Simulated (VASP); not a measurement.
Input of a VASP 6.6.1 run:

File INCAR:

```
ALGO = Normal
EDIFF = 1E-6
ENCUT = 520
GGA = PE
ISIF = 2
ISMEAR = -1
LASPH = T
LCHARG = F
LREAL = F
LWAVE = F
NBANDS = 29
NELM = 80
PREC = Accurate
SIGMA = 0.05
```

File KPOINTS:

```
k-points
0
Gamma
  10 10 4
```

File POSCAR:

```
Ti3Se
1.0
    3.1974455988      0.0000000000      0.0000000000
   -1.5987227994      2.7690691158      0.0000000000
    0.0000000000      0.0000000000      7.9427450000
Se Ti
1 3
Direct
    0.0000000000      0.0000000000      0.0000000000
    0.6666666667      0.3333333333      0.5000000000
    0.3333333333      0.6666666667      0.7729020000
    0.3333333333      0.6666666667      0.2270980000
```

Potentials or basis: VASP PAW PBE potentials, release 64 (Se, Ti_sv).

Run with:

```bash
$ cat potpaw_PBE.64/Se/POTCAR potpaw_PBE.64/Ti_sv/POTCAR > POTCAR
$ mpirun -np 1 vasp_std > vasp.out
```

Task: What does it give for the band gap on the k mesh?

Result: Zero (band 21 reaches 8.46 eV, above the bottom of band 22 at 7.90 eV).

Task: Estimate the largest force.

Result: 0.043 eV/Å.

Stress tensor (GPa, compression positive):
```
0.10 0.00 0.00
0.00 0.10 0.00
0.00 0.00 0.29
```
